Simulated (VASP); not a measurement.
Crystal: ScAsS.

```
Sc As S
1.0
     3.82126    0.00000    0.00000
     0.00000    3.82126    0.00000
     0.00000    0.00000    4.03027
Sc As S
1 1 1
Direct
  0.00000 0.00000 0.00000
  0.50000 0.50000 0.50000
  0.50000 0.50000 0.00000
```

The cell was built from a structure type or drawn by symmetry, and may not be a known phase.

* Program: VASP 6.6.1
* Task: relaxation of cell and atoms
* Functional: PBE
* Potentials or basis: VASP PAW PBE potentials, release 64 (Sc_sv, As, S)
* Cutoff: 600 eV
* k mesh: 4 × 4 × 4
* Occupations: gaussian, width 0.1 eV
* Spin: no spin polarisation

At the start: pressure 18.8 GPa; volume 19.62 Å³/atom.

**Question.** Where does the relaxation end?

**Answer.** Over 8 steps the energy falls by 1050.8 meV/atom and the volume is 21.84 Å³/atom (+11.3 %); space group P4/mmm (No. 123, to 0.1 Å) before and after.

Step by step:
```tsv
step	energy change (eV)	largest force (eV/Å)	pressure (GPa)	volume (Å³)
1	0.0000	0.0000	18.78	58.85
2	-2.8297	0.0000	-7.61	76.74
3	-2.9222	0.0000	-5.59	71.71
4	-2.9478	0.0000	-6.66	73.37
5	-2.9476	0.0000	-6.45	72.97
6	-3.1004	0.0000	2.14	64.48
7	-3.1408	0.0000	-1.15	66.92
8	-3.1525	0.0000	0.12	65.52
```

Final structure:
```
Sc As S
1.0
     3.53795    0.00000    0.00000
     0.00000    3.53795    0.00000
     0.00000    0.00000    5.23449
Sc As S
1 1 1
Direct
  0.00000 0.00000 0.00000
  0.50000 0.50000 0.50000
  0.50000 0.50000 0.00000
```

Caveat: the k points lie up to 0.44 Å⁻¹ apart in the final cell, too coarse for converged energies and pressures of a metal; a cell axis changed by over 15 % at a fixed basis, so the end point is rough.
